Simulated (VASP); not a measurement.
Ni: single point with PBE

Crystal: Ni.

```
CELL_PARAMETERS angstrom
0.00000 1.72332 1.72332
1.72332 0.00000 1.72332
1.72332 1.72332 0.00000
ATOMIC_POSITIONS crystal
Ni 0.00000 0.00000 0.00000
```

```
Program             : VASP 6.6.1
Task                : single point
Functional          : PBE
Potentials or basis : VASP PAW PBE potentials, release 64 (Ni)
Cutoff              : 520 eV
k mesh              : 20 × 20 × 20
Occupations         : gaussian, width 0.1 eV
Spin                : collinear spin, ferromagnetic start
Starting moments    : [0.75] μB
```

* Pressure: 14.0 GPa
* Net moment: 0.62 μB per cell
* Site moments: Ni +0.63 μB
* Valence electrons inside the program's atomic spheres: Ni 9.43

Levels at points of the mesh, in eV from the Fermi level:
Spin up:
```tsv
k point	band 1	band 2	band 3	band 4	band 5	band 6	band 7	band 8	band 9	band 10
(0.00, 0.00, 0.00)	-9.44	-2.59	-2.59	-2.59	-1.31	-1.31	24.24	28.58	28.58	28.58
(0.50, 0.00, 0.00)	-5.18	-2.58	-2.58	-0.59	-0.59	-0.41	6.11	22.70	25.76	25.76
(0.50, 0.50, 0.00)	-5.03	-4.53	-0.54	-0.44	-0.44	2.49	9.78	15.40	15.40	20.51
```
Spin down:
| k point | band 2 | band 3 | band 4 | band 5 | band 6 | band 7 | band 8 | band 9 |
| --- | --- | --- | --- | --- | --- | --- | --- | --- |
| (0.00, 0.00, 0.00) | -1.85 | -1.85 | -1.85 | -0.73 | -0.73 | 24.09 | 28.56 | 28.56 |
| (0.50, 0.00, 0.00) | -1.97 | -1.97 | -0.46 | 0.16 | 0.16 | 6.54 | 22.56 | 25.85 |
| (0.50, 0.50, 0.00) | -3.92 | 0.07 | 0.42 | 0.42 | 2.45 | 10.02 | 15.42 | 15.42 |

It took 2.1 min on 1 thread of Intel Xeon 8259CL (shared host), peak memory 0.17 GiB.

Caveat: the cell stands under pressure.
